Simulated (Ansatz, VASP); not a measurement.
## One calculation of BC, two programs

```xyz
2
Lattice="0.0000 1.7964 1.7964 1.7964 0.0000 1.7964 1.7964 1.7964 0.0000" Properties=species:S:1:pos:R:3 pbc="T T T"
B     0.0000    0.0000    0.0000
C     1.7964    1.7964    1.7964
```

Alike in both runs: functional PBE; k mesh 26 × 26 × 26; occupations gaussian, width 0.1 eV; no spin polarisation.

Ansatz relaxed the structure, and its values are those at the end. VASP's run is a single point on that final structure, the one shown.

|  | VASP | Ansatz |
| --- | --- | --- |
| version | VASP 6.6.1 | Ansatz 0.2.0 |
| potentials or method | VASP PAW PBE potentials, release 64 (B, C), cutoff 600 eV | scalar-relativistic, plane waves, PAW |
| valence electrons in the cell | 7 | 7 |

```tsv
	VASP	Ansatz	Ansatz less VASP
gap on the k mesh at the Fermi level (eV)	none	none	-
pressure (GPa)	-0.1	0.0	+0.10
```

A gap of «none» marks a metal or a gap that the smearing closes.
